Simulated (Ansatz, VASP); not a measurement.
# HfO2: VASP beside Ansatz

INCAR

```
ALGO     = Normal         # electronic algorithm
EDIFF    = 1E-6           # SCF threshold, eV
ENCUT    = 520            # plane-wave cutoff, eV
GGA      = PE             # functional
ISIF     = 2              # what is computed and relaxed
ISMEAR   = 0              # smearing method
LASPH    = T              # aspherical terms in the spheres
LCHARG   = T              # write CHGCAR
LELF     = T              # ELF
LREAL    = F              # projectors in reciprocal space
LVHAR    = T            
LWAVE    = F              # write WAVECAR
NBANDS   = 18             # bands
NELM     = 100            # most SCF steps
PREC     = Accurate       # precision mode
SIGMA    = 0.02           # smearing width, eV
```

KPOINTS

```
k-points
0
Gamma
  8 8 8
```

File POSCAR:

```
HfO2
1.0
    0.0000000000      2.5740682986      2.5740682986
    2.5740682986      0.0000000000      2.5740682986
    2.5740682986      2.5740682986      0.0000000000
Hf O
1 2
Direct
    0.0000000000      0.0000000000      0.0000000000
    0.7500000000      0.7500000000      0.7500000000
    0.2500000000      0.2500000000      0.2500000000
```

Input for Ansatz:

```yaml
crystal:
  lattice:
    - [0.0, 2.5740682986, 2.5740682986]
    - [2.5740682986, 0.0, 2.5740682986]
    - [2.5740682986, 2.5740682986, 0.0]
  atoms:
    - { symbol: Hf, position: [0.0, 0.0, 0.0] }
    - { symbol: O, position: [0.75, 0.75, 0.75] }
    - { symbol: O, position: [0.25, 0.25, 0.25] }
basis:
  ecutwfc: 420
kpoints:
  mp_grid: { grid: [8, 8, 8] }
hamiltonian:
  xc: pbe
scf:
  occupations: { method: gaussian, width: 0.02 }
output:
  forces: true
  stress: true
  eigenvalues: true
```

Alike in both runs: task single point; functional PBE; k mesh 8 × 8 × 8; occupations gaussian, width 0.02 eV; no spin polarisation.

|  | VASP | Ansatz |
| --- | --- | --- |
| version | VASP 6.6.1 | Ansatz 0.2.0 |
| potentials or method | VASP PAW PBE potentials, release 64 (Hf_pv, O), cutoff 520 eV | scalar-relativistic, plane waves, PAW |
| valence electrons in the cell | 22 | 38 |

|  | VASP | Ansatz | Ansatz less VASP |
| --- | --- | --- | --- |
| gap on the k mesh at the Fermi level (eV) | 3.68 | 3.67 | -0.002 |
| least direct gap on the mesh (eV) | 3.68 | 3.67 | -0.002 |
| pressure (GPa) | -10.2 | -6.8 | +3.37 |

The functional is the same, so the differences come from potentials, cutoffs and numerics. VASP's potentials hold 22 valence electrons a cell and Ansatz's 38, so a difference there can come from the potentials and not from the codes.

Spin-orbit coupling is off throughout.
